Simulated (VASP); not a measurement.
Here is a VASP 6.6.1 calculation.

Contents of INCAR:

```
PREC     = Accurate       # precision mode
ENCUT    = 520            # plane-wave cutoff, eV
EDIFF    = 1E-7           # SCF threshold, eV
ISMEAR   = 0              # smearing method
SIGMA    = 0.01           # smearing width, eV
LREAL    = F              # projectors in reciprocal space
LASPH    = T              # aspherical terms in the spheres
NELM     = 60             # most SCF steps
ALGO     = Normal         # electronic algorithm
ISIF     = 2              # what is computed and relaxed
LWAVE    = F              # write WAVECAR
LCHARG   = F              # write CHGCAR
GGA      = PE             # functional
NBANDS   = 15             # bands
```

The input KPOINTS:

```
Automatic mesh
0
Gamma
  6 6 6
```

POSCAR

```
KI
1.0
    0.0000000000      3.5442843396      3.5442843396
    3.5442843396      0.0000000000      3.5442843396
    3.5442843396      3.5442843396      0.0000000000
K I
1 1
Direct
    0.0000000000      0.0000000000      0.0000000000
    0.5000000000      0.5000000000      0.5000000000
```

Potentials or basis: VASP PAW PBE potentials, release 64 (K_sv, I).

The run is started by

```sh
$ cat potpaw_PBE.64/K_sv/POTCAR potpaw_PBE.64/I/POTCAR > POTCAR
$ mpirun -np 1 vasp_std > vasp.out
```

Problem. Estimate the band gap on the k mesh.

Solution. 3.94 eV.

Problem. Predict the pressure.

Solution. 0.5 GPa.

Caveat: spin-orbit coupling is left out, which moves the levels of the heavy elements.
